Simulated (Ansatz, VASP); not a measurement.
## One calculation of CO2, two programs

```
C O
1.0
    12.00000    0.00000    0.00000
     0.00000   12.50000    0.00000
     0.00000    0.00000   13.00000
C O
1 2
Direct
  0.50000 0.50000 0.50000
  0.50000 0.50000 0.59005
  0.50000 0.50000 0.40995
```

Alike in both runs: functional PBE; k mesh 1 × 1 × 1; occupations gaussian, width 0.01 eV; no spin polarisation.

Ansatz relaxed the structure, and its values are those at the end. VASP's run is a single point on that final structure, the one shown.

|  | VASP | Ansatz |
| --- | --- | --- |
| version | VASP 6.6.1 | Ansatz 0.2.0 |
| potentials or method | VASP PAW PBE potentials, release 64 (C, O) | scalar-relativistic, plane waves, PAW |
| plane-wave cutoff (eV) | 520 | 420 |
| valence electrons in the cell | 16 | 16 |

VASP gave:

```
rms of the force components (eV/Å) : 0.298
```

**Question.** Which values does Ansatz return?

**Answer.** rms of the force components (eV/Å): 0.000.

One of these differences is far larger than is usual between the two programs; its cause wasn't traced. With one functional, cell and mesh, what is left measures potentials, basis and numerics.

Noted on VASP's run: the standard files for N, O and F lose accuracy on very short bonds.
